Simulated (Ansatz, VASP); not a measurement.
# CoSi: VASP beside Ansatz

```
Co Si
1.0
     2.61682    0.00000    0.00000
     0.00000    2.61682    3.13582
     0.00000    0.00000    6.27165
Co Si
2 2
Direct
  0.00000 0.00000 0.00000
  0.00000 0.00000 0.50000
  0.50000 0.50000 0.00000
  0.50000 0.50000 0.50000
```

Alike in both runs: task single point; functional PBE; k mesh 16 × 16 × 16; occupations gaussian, width 0.1 eV; collinear spin.

|  | VASP | Ansatz |
| --- | --- | --- |
| version | VASP 6.6.1 | Ansatz 0.2.0 |
| potentials or method | VASP PAW PBE potentials, release 64 (Co, Si), cutoff 520 eV | scalar-relativistic, plane waves, PAW |
| valence electrons in the cell | 26 | 42 |

|  | VASP | Ansatz | Ansatz less VASP |
| --- | --- | --- | --- |
| gap on the k mesh at the Fermi level (eV) | none | none | - |
| pressure (GPa) | 0.1 | 0.2 | +0.12 |
| net moment per atom (μB) | 0.12 | 0.12 | -0.003 |
| size of the moment on the site where the two differ most (μB) | 0.26 | 0.26 | +0.003 |

Site moments also hang on the region over which each program counts them. A gap of «none» marks a metal or a gap that the smearing closes. VASP's potentials hold 26 valence electrons a cell and Ansatz's 42, so a difference there can come from the potentials and not from the codes.
